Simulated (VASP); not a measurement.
# KF (Fm-3m) in VASP: further runs

The runs below take KF through single point, relaxation of cell and atoms, with PBEsol.

Everything below comes from runs of VASP 6.6.1. Logs are shortened: lines on timing, memory, paths and dates and some standing lists are left out, and cuts for length are marked.

### Step 1. The cell of the first run

It takes space group Fm-3m (No. 225, cubic). The conventional cell has a = 5.257 Å, b = 5.257 Å, c = 5.257 Å, α = 90.00°, β = 90.00°, γ = 90.00°. K (site symmetry m-3m) has 6 F at 2.63 Å within 3.5 Å. F (site symmetry m-3m) has 6 K at 2.63 Å within 3.5 Å.

### Step 2. Single point, PBEsol

Contents of INCAR:

```
SYSTEM = KF
PREC     = Accurate       ! precision mode
ENCUT    = 520            ! plane-wave cutoff, eV
EDIFF    = 1E-6           ! SCF threshold, eV
ISMEAR   = 0              ! smearing method
SIGMA    = 0.01           ! smearing width, eV
LREAL    = .False.        ! projectors in reciprocal space
LASPH    = .True.         ! aspherical terms in the spheres
NELM     = 80             ! most SCF steps
ALGO     = Normal         ! electronic algorithm
ISIF     = 2              ! what is computed and relaxed
LWAVE    = .False.        ! write WAVECAR
LCHARG   = .False.        ! write CHGCAR
GGA      = PS             ! functional
NBANDS   = 15             ! bands
```

Contents of KPOINTS:

```
regular mesh
0
Gamma
  8 8 8
  0 0 0
```

Contents of POSCAR:

```
KF
1.0
    0.0000000000      2.6286375417      2.6286375417
    2.6286375417      0.0000000000      2.6286375417
    2.6286375417      2.6286375417      0.0000000000
K F
1 1
Direct
    0.0000000000      0.0000000000      0.0000000000
    0.5000000000      0.5000000000      0.5000000000
```

Potentials or basis: VASP PAW PBE potentials, release 64 (K_sv, F).

Started as:

```
$ cat potpaw_PBE.64/K_sv/POTCAR potpaw_PBE.64/F/POTCAR > POTCAR
$ mpirun -np 1 vasp_std > vasp.out
```

OUTCAR:

```text
SYSTEM = KF
   PREC = Accurate
   ENCUT = 520
   EDIFF = 1E-6
   ISMEAR = 0
   LREAL = .False.
   LASPH = .True.
   NELM = 80
   ISIF = 2
   GGA = PS

 ion  position               nearest neighbor table
   1  0.000  0.000  0.000-   2 2.63   2 2.63   2 2.63   2 2.63   2 2.63   2 2.63
   2  0.500  0.500  0.500-   1 2.63   1 2.63   1 2.63   1 2.63   1 2.63   1 2.63

  LATTYP: Found a face centered cubic cell.
 ALAT       =     5.2572750834

  Lattice vectors:

 A1 = (   0.0000000000,   2.6286375417,   2.6286375417)
 A2 = (   2.6286375417,   0.0000000000,   2.6286375417)
 A3 = (   2.6286375417,   2.6286375417,   0.0000000000)

Analysis of symmetry for initial positions (statically):
=====================================================================
 Subroutine PRICEL returns:
 Original cell was already a primitive cell.

 Routine SETGRP: Setting up the symmetry group for a
 face centered cubic supercell.

 Subroutine GETGRP returns: Found 48 space group operations
 (whereof 48 operations were pure point group operations)
 out of a pool of 48 trial point group operations.

The static configuration has the point symmetry O_h .

Analysis of symmetry for dynamics (positions and initial velocities):
=====================================================================
 Subroutine PRICEL returns:
 Original cell was already a primitive cell.

 Routine SETGRP: Setting up the symmetry group for a
 face centered cubic supercell.

 Subroutine GETGRP returns: Found 48 space group operations
 (whereof 48 operations were pure point group operations)
 out of a pool of 48 trial point group operations.

The dynamic configuration has the point symmetry O_h .

 Subroutine INISYM returns: Found 48 space group operations
 (whereof 48 operations are pure point group operations),
 and found     1 'primitive' translations

----------------------------------------------------------------------------------------

                                     Primitive cell

  volume of cell :      36.3264

  direct lattice vectors                    reciprocal lattice vectors
     0.000000000  2.628637542  2.628637542    -0.190212607  0.190212607  0.190212607
     2.628637542  0.000000000  2.628637542     0.190212607 -0.190212607  0.190212607
     2.628637542  2.628637542  0.000000000     0.190212607  0.190212607 -0.190212607

  length of vectors
     3.717454862  3.717454862  3.717454862     0.329457900  0.329457900  0.329457900

  position of ions in fractional coordinates (direct lattice)
     0.000000000  0.000000000  0.000000000
     0.500000000  0.500000000  0.500000000

  ion indices of the primitive-cell ions
   primitive index   ion index
                 1           1
[... 87 lines left out ...]
   EFERMI =   0.00;   METHOD = LEGACY
   ISMEAR =     0;   SIGMA  =   0.01  broadening in eV -4-tet -1-fermi 0-gaus
   EFERMI_NEDOS =   21; number of points for ismear=-14 and -15
   IALGO  =     38    algorithm
   IMIX   =      4    mixing-type and parameters
     AMIX     =   0.40;   BMIX     =  1.00
     AMIX_MAG =   1.60;   BMIX_MAG =  1.00
  volume/ion in A,a.u.               =      18.16       122.57
  Fermi-wavevector in a.u.,A,eV,Ry     =   1.245587  2.353818 21.109267  1.551487
  Thomas-Fermi vector in A             =   2.379803
   LORBIT       =      0    0 simple, 1 ext, 2 COOP (PROOUT), +10 PAW based schemes
   GGA     = PS    functional components
   LHFCALC =     F    Hartree Fock is set to
   AEXX    =    0.0000 exact exchange contribution
   IVDW    =     0    specifies the selected vdW correction
   LEPSILON=     F    determine dielectric tensor
   LRPA    =     F    only Hartree local field effects (RPA)
 non-spin polarized calculation
 Gauss-broadening in eV      SIGMA  =   0.01
  energy-cutoff  :      520.00
  volume of cell :       36.33
 maximum number of plane-waves:       992
   NGX = 13   NGY = 13   NGZ = 13

 number of electron      16.0000016 magnetization

 Free energy of the ion-electron system (eV)
  ---------------------------------------------------
  ext. energy  EPLUGINS =         0.00000000
  ---------------------------------------------------
  free energy    TOTEN  =        -8.51511105 eV

  energy without entropy =       -8.51511105  energy(sigma->0) =       -8.51511105

 E-fermi :  -2.7193     XC(G=0):  -8.8479

 val. band max:       -2.7759861677   @ k =   0.0000   0.0000   0.0000
 cond. band min:       3.5030114972   @ k =   0.0000   0.0000   0.0000
 fundamental gap:      6.2789976649
 Fermi energy:        -2.7192965271

 k-point     1 :       0.0000    0.0000    0.0000
  band No.  band energies     occupation
      1     -28.6091      2.00000
      2     -21.3302      2.00000
      3     -11.8806      2.00000
      4     -11.8806      2.00000
      5     -11.8806      2.00000
      6      -2.7760      2.00000
      7      -2.7760      2.00000
      8      -2.7760      2.00000
      9       3.5030      0.00000
     10       7.9854      0.00000
     11       7.9854      0.00000
     12       7.9854      0.00000
     13       9.7300      0.00000
     14       9.7300      0.00000
[... 401 lines left out ...]
      2     -21.4230      2.00000
      3     -12.2562      2.00000
      4     -12.1407      2.00000
      5     -11.9623      2.00000
      6      -3.3958      2.00000
      7      -3.0836      2.00000
      8      -3.0490      2.00000
      9       6.7108      0.00000
     10       7.4338      0.00000
     11       9.1334      0.00000
     12      10.1852      0.00000
     13      11.5214      0.00000
     14      12.6263      0.00000
     15      12.9466      0.00000

 [... further k-points ...]

------------------------ aborting loop because EDIFF is reached ----------------------------------------

  FORCE on cell =-STRESS in cart. coord.  units (eV):
  Direction    XX          YY          ZZ          XY          YZ          ZX
  --------------------------------------------------------------------------------------
  -------------------------------------------------------------------------------------
  Total        0.2453141      0.2453141      0.2453141      0.0000000      0.0000000      0.0000000
  in kB       10.8195956     10.8195956     10.8195956      0.0000000      0.0000000      0.0000000
  external PRESSURE =      10.8195956 kB  Pullay stress =       0.0000000 kB

 VOLUME and BASIS-vectors are now :
 -----------------------------------------------------------------------------
  energy-cutoff  :      520.00
  volume of cell :       36.33
      direct lattice vectors                 reciprocal lattice vectors
     0.000000000  2.628637542  2.628637542    -0.190212607  0.190212607  0.190212607
     2.628637542  0.000000000  2.628637542     0.190212607 -0.190212607  0.190212607
     2.628637542  2.628637542  0.000000000     0.190212607  0.190212607 -0.190212607

 POSITION                                       TOTAL-FORCE (eV/Angst)
 -----------------------------------------------------------------------------------
      0.00000      0.00000      0.00000         0.000000     -0.000000     -0.000000
      2.62864      2.62864      2.62864        -0.000000      0.000000      0.000000
 -----------------------------------------------------------------------------------
    total drift:                                0.000000      0.000000      0.000000

  FREE ENERGIE OF THE ION-ELECTRON SYSTEM (eV)
  ---------------------------------------------------
  free  energy   TOTEN  =        -8.5151110503 eV

  energy  without entropy=       -8.5151110503  energy(sigma->0) =       -8.51511105
```

stdout:

```text
POSCAR found type information on POSCAR K F
 POSCAR found :  2 types and       2 ions
 scaLAPACK will be used
 -----------------------------------------------------------------------------
|                                                                             |
|                                                                             |
|     You enforced a specific xc type in the INCAR file but a different       |
|     I HOPE YOU KNOW WHAT YOU ARE DOING!                                     |
|                                                                             |
 -----------------------------------------------------------------------------

 LDA part: xc-table for (Slater+PW92), standard interpolation
 POSCAR, INCAR and KPOINTS ok, starting setup
 FFT: planning ... GRIDC
 FFT: planning ... GRID_SOFT
 FFT: planning ... GRID
 WAVECAR not read
 entering main loop
```

Wall time 25 s (1 thread of Intel Xeon 8259CL, shared host); peak memory 0.16 GiB.

What came out:

| Item | Value |
| --- | --- |
| Free energy | -8.5151 eV |
| Pressure | 1.1 GPa |
| Band gap on the k mesh | 6.28 eV |

Levels at points of the mesh, in eV from the valence-band top:
```
           k point  band 4  band 5  band 6  band 7  band 8  band 9  band 10  band 11  band 12  band 13
(0.00, 0.00, 0.00)   -9.10   -9.10    0.00    0.00    0.00    6.28    10.76    10.76    10.76    12.51
(0.50, 0.00, 0.00)   -9.14   -9.14   -0.87   -0.40   -0.40    9.17    10.82    12.28    12.28    14.64
(0.50, 0.50, 0.00)   -9.36   -9.36   -0.18   -0.04   -0.04    8.12    10.51    12.04    13.86    14.58
```

Caveat: the PAW data sets were made with another functional, which shifts forces and pressure a little.

### Step 3. Relaxation of cell and atoms, PBEsol, target pressure 1 GPa, at which the enthalpy is minimised

This run uses another cell than the first one, of 18.70 Å³/atom.

Contents of INCAR:

```
SYSTEM = KF
PREC     = Accurate       ! precision mode
ENCUT    = 600            ! plane-wave cutoff, eV
EDIFF    = 1E-6           ! SCF threshold, eV
ISMEAR   = 0              ! smearing method
SIGMA    = 0.01           ! smearing width, eV
LREAL    = .False.        ! projectors in reciprocal space
LASPH    = .True.         ! aspherical terms in the spheres
NELM     = 100            ! most SCF steps
ALGO     = Normal         ! electronic algorithm
ISIF     = 3              ! what is computed and relaxed
LWAVE    = .False.        ! write WAVECAR
LCHARG   = .False.        ! write CHGCAR
GGA      = PS             ! functional
IBRION   = 2              ! ionic algorithm
NSW      = 100            ! ionic steps
EDIFFG   = -0.002         ! ionic threshold
PSTRESS  = 10.0
```

KPOINTS is that of step 2.

Contents of POSCAR:

```
KF
1.0
    0.0000000000      2.6541886808      2.6541886808
    2.6541886808      0.0000000000      2.6541886808
    2.6541886808      2.6541886808      0.0000000000
K F
1 1
Direct
    0.0000000000      0.0000000000      0.0000000000
    0.5000000000      0.5000000000      0.5000000000
```

Potentials or basis: VASP PAW PBE potentials, release 64 (K_sv, F).

Started as:

```
$ cat potpaw_PBE.64/K_sv/POTCAR potpaw_PBE.64/F/POTCAR > POTCAR
$ mpirun -np 1 vasp_std > vasp.out
```

OUTCAR:

```text
SYSTEM = KF
   PREC = Accurate
   ENCUT = 600
   EDIFF = 1E-6
   ISMEAR = 0
   LREAL = .False.
   LASPH = .True.
   NELM = 100
   ISIF = 3
   GGA = PS
   IBRION = 2
   NSW = 100
   EDIFFG = -0.002
   PSTRESS = 10.0

 ion  position               nearest neighbor table
   1  0.000  0.000  0.000-   2 2.65   2 2.65   2 2.65   2 2.65   2 2.65   2 2.65
   2  0.500  0.500  0.500-   1 2.65   1 2.65   1 2.65   1 2.65   1 2.65   1 2.65

  LATTYP: Found a face centered cubic cell.
 ALAT       =     5.3083773616

  Lattice vectors:

 A1 = (   0.0000000000,   2.6541886808,   2.6541886808)
 A2 = (   2.6541886808,   0.0000000000,   2.6541886808)
 A3 = (   2.6541886808,   2.6541886808,   0.0000000000)

Analysis of symmetry for initial positions (statically):
=====================================================================
 Subroutine PRICEL returns:
[... 307 lines left out ...]
      2     -21.3361      2.00000
      3     -11.8890      2.00000
      4     -11.8890      2.00000
      5     -11.8890      2.00000
      6      -2.7819      2.00000
      7      -2.7819      2.00000
      8      -2.7819      2.00000
      9       3.4928      0.00000
     10       7.9786      0.00000
     11       7.9786      0.00000
     12       7.9786      0.00000
[... 331 lines left out ...]
 k-point    24 :      -0.3750    0.2500    0.1250
  band No.  band energies     occupation
      1     -28.4778      2.00000
      2     -21.4278      2.00000
      3     -12.2634      2.00000
      4     -12.1481      2.00000
      5     -11.9706      2.00000
      6      -3.4003      2.00000
      7      -3.0888      2.00000
      8      -3.0546      2.00000
      9       6.7018      0.00000
     10       7.4241      0.00000
     11       9.1219      0.00000
     12      10.1743      0.00000

 [... further k-points ...]

------------------------ aborting loop because EDIFF is reached ----------------------------------------

  FORCE on cell =-STRESS in cart. coord.  units (eV):
  Direction    XX          YY          ZZ          XY          YZ          ZX
  --------------------------------------------------------------------------------------
  -------------------------------------------------------------------------------------
  Total        0.2264295      0.2264295      0.2264295     -0.0000000      0.0000000     -0.0000000
  in kB        9.9740770      9.9740770      9.9740770     -0.0000000      0.0000000     -0.0000000
  external PRESSURE =      -0.0259230 kB  Pullay stress =      10.0000000 kB
[... 21 lines left out ...]
  energy  without entropy=       -8.5185213727  energy(sigma->0) =       -8.51852137

  enthalpy is  TOTEN    =        -8.2915034027 eV   P V=        0.2270179700

 reached required accuracy - stopping structural energy minimisation
```

OSZICAR:

```text
N       E                     dE             d eps       ncg     rms          rms(c)
DAV:   1     0.127391414367E+03    0.12739E+03   -0.92508E+03   696   0.144E+03
DAV:   2    -0.380815615683E+01   -0.13120E+03   -0.11962E+03   900   0.345E+02
DAV:   3    -0.946796891975E+01   -0.56598E+01   -0.56288E+01   900   0.694E+01
[... 33 lines left out ...]
DAV:   2    -0.851854422871E+01    0.18379E-03   -0.76047E-04   784   0.277E-01    0.286E-02
DAV:   3    -0.851852256200E+01    0.21667E-04   -0.37813E-05  1048   0.708E-02    0.199E-02
DAV:   4    -0.851851958993E+01    0.29721E-05   -0.12755E-05  1216   0.293E-02    0.163E-02
DAV:   5    -0.851852104435E+01   -0.14544E-05   -0.59795E-07   616   0.714E-03    0.226E-03
DAV:   6    -0.851852137266E+01   -0.32831E-06   -0.69634E-07   532   0.669E-03
   4 F= -.82915034E+01 E0= -.82915034E+01  d E =-.326393E-02
```

It took 68 s on 1 thread of Intel Xeon 8259CL, shared host; peak memory 0.18 GiB.

What came out:

```
Free energy                                                : -8.5185 eV
Relaxed volume                                             : 18.19 Å³/atom
Relaxed cell                                               : a = 3.719 Å, b = 3.719 Å, c = 3.719 Å, α = 60.00°, β = 60.00°, γ = 60.00°
Space group after relaxing (to 0.1 Å)                      : Fm-3m (No. 225)
Energy change on relaxing (the run minimises the enthalpy) : +1.6 meV/atom
Ionic steps                                                : 4
Pressure after relaxing                                    : 1.0 GPa
Band gap on the k mesh                                     : 6.27 eV
```

The path:
| step | energy change (eV) | largest force (eV/Å) | pressure (GPa) | volume (Å³) |
| --- | --- | --- | --- | --- |
| 1 | 0.0000 | 0.0000 | 0.02 | 37.40 |
| 2 | 0.0011 | 0.0000 | 0.59 | 36.78 |
| 3 | 0.0029 | 0.0000 | 0.96 | 36.41 |
| 4 | 0.0031 | 0.0000 | 1.00 | 36.37 |

Final structure:
```cif
data_structure
_symmetry_space_group_name_H-M 'P 1'
_symmetry_Int_Tables_number 1
_cell_length_a 3.7190
_cell_length_b 3.7190
_cell_length_c 3.7190
_cell_angle_alpha 60.000
_cell_angle_beta 60.000
_cell_angle_gamma 60.000
_cell_volume 36.37
loop_
_atom_site_label
_atom_site_type_symbol
_atom_site_fract_x
_atom_site_fract_y
_atom_site_fract_z
_atom_site_occupancy
K1 K 0.00000 0.00000 0.00000 1
F1 F 0.50000 0.50000 0.50000 1
```

Levels at points of the mesh, in eV from the valence-band top:
```tsv
k point	band 5	band 6	band 7	band 8	band 9	band 10	band 11	band 12
(0.00, 0.00, 0.00)	-9.11	0.00	0.00	0.00	6.27	10.76	10.76	10.76
(0.50, 0.00, 0.00)	-9.15	-0.87	-0.40	-0.40	9.17	10.81	12.27	12.27
(0.50, 0.50, 0.00)	-9.36	-0.18	-0.04	-0.04	8.13	10.50	12.04	13.86
```

Caveat: the cell is relaxed towards a set pressure, so the run minimises the enthalpy, not the energy; the PAW data sets were made with another functional, which shifts forces and pressure a little. A k mesh can miss the band edges.

### Step 4. Relaxation of cell and atoms, PBEsol, target pressure 2 GPa, at which the enthalpy is minimised

This run uses another cell than the first one, of 18.70 Å³/atom.

Contents of INCAR:

```
  ALGO = Normal
  EDIFF = 1E-6
  EDIFFG = -0.002
  ENCUT = 600
  GGA = PS
  IBRION = 2
  ISIF = 3
  ISMEAR = 0
  LASPH = True
  LCHARG = False
  LREAL = False
  LWAVE = False
  NELM = 100
  NSW = 100
  PREC = Accurate
  PSTRESS = 20.0
  SIGMA = 0.01
```

Contents of KPOINTS:

```
k-points
0
Gamma
  8 8 8
```

POSCAR is that of step 3.

Started as:

```
$ cat potpaw_PBE.64/K_sv/POTCAR potpaw_PBE.64/F/POTCAR > POTCAR
$ mpirun -np 1 vasp_std > vasp.out
```

It took 68 s on 1 thread of Intel Xeon 8259CL, shared host; peak memory 0.18 GiB.

It converged, with:

```yaml
Free_energy: -8.5103 eV
Relaxed_volume: 17.75 Å³/atom
Relaxed_cell: a = 3.689 Å, b = 3.689 Å, c = 3.689 Å, α = 60.00°, β = 60.00°, γ = 60.00°
Space_group_after_relaxing_to_0.1_Å: Fm-3m (No. 225)
Energy_change_on_relaxing_the_run_minimises_the_enthalpy: +5.7 meV/atom
Ionic_steps: 4
Pressure_after_relaxing: 2.0 GPa
Band_gap_on_the_k_mesh: 6.41 eV
```

Step by step:
| step | energy change (eV) | largest force (eV/Å) | pressure (GPa) | volume (Å³) |
| --- | --- | --- | --- | --- |
| 1 | 0.0000 | 0.0000 | 0.02 | 37.40 |
| 2 | 0.0046 | 0.0000 | 1.23 | 36.16 |
| 3 | 0.0107 | 0.0000 | 1.94 | 35.54 |
| 4 | 0.0113 | 0.0000 | 2.00 | 35.49 |

Final structure:
```cif
data_structure
_symmetry_space_group_name_H-M 'P 1'
_symmetry_Int_Tables_number 1
_cell_length_a 3.6887
_cell_length_b 3.6887
_cell_length_c 3.6887
_cell_angle_alpha 60.000
_cell_angle_beta 60.000
_cell_angle_gamma 60.000
_cell_volume 35.49
loop_
_atom_site_label
_atom_site_type_symbol
_atom_site_fract_x
_atom_site_fract_y
_atom_site_fract_z
_atom_site_occupancy
K1 K 0.00000 0.00000 0.00000 1
F1 F 0.50000 0.50000 0.50000 1
```

Levels at points of the mesh, in eV from the valence-band top:
| k point | band 4 | band 5 | band 6 | band 7 | band 8 | band 9 | band 10 | band 11 | band 12 |
| --- | --- | --- | --- | --- | --- | --- | --- | --- | --- |
| (0.00, 0.00, 0.00) | -9.02 | -9.02 | 0.00 | 0.00 | 0.00 | 6.41 | 10.82 | 10.82 | 10.82 |
| (0.50, 0.00, 0.00) | -9.06 | -9.06 | -0.90 | -0.42 | -0.42 | 9.26 | 11.00 | 12.39 | 12.39 |
| (0.50, 0.50, 0.00) | -9.29 | -9.29 | -0.17 | -0.04 | -0.04 | 8.14 | 10.64 | 12.23 | 13.99 |

Caveat: the cell is relaxed towards a set pressure, so the run minimises the enthalpy, not the energy; the PAW data sets were made with another functional, which shifts forces and pressure a little. A k mesh can miss the band edges.

(Continued in part 2 of 2.)
